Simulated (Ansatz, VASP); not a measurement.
## La2Y2O in VASP and in Ansatz

```xyz
5
Lattice="3.7501 0.0000 0.0000 -1.8751 3.2477 0.0000 0.0000 0.0000 11.9762" Properties=species:S:1:pos:R:3 pbc="T T T"
La    0.0000    0.0000    6.1989
La    0.0000    2.1651    9.0456
Y     0.0000    2.1651    2.9995
Y     0.0000    0.0000    0.1243
O     0.0000    0.0000    2.4104
```

Alike in both runs: functional PBE; k mesh 5 × 5 × 2; occupations gaussian, width 0.2 eV; no spin polarisation.

Ansatz relaxed the structure, and its values are those at the end. VASP's run is a single point on that final structure, the one shown.

|  | VASP | Ansatz |
| --- | --- | --- |
| version | VASP 6.6.1 | Ansatz 0.2.0 |
| potentials or method | VASP PAW PBE potentials, release 64 (La, Y_sv, O), cutoff 520 eV | scalar-relativistic, plane waves, PAW |
| valence electrons in the cell | 50 | 50 |

|  | VASP | Ansatz | Ansatz less VASP |
| --- | --- | --- | --- |
| gap on the k mesh at the Fermi level (eV) | none | none | - |
| pressure (GPa) | 0.5 | 0.5 | -0.01 |
| rms of the force components (eV/Å) | 0.019 | 0.019 | +0.0001 |

A gap of «none» marks a metal or a gap that the smearing closes. The functional is the same, so the differences come from potentials, cutoffs and numerics.

The k mesh is coarse, so the values compare programs but aren't converged. Neither program's run includes spin-orbit coupling.
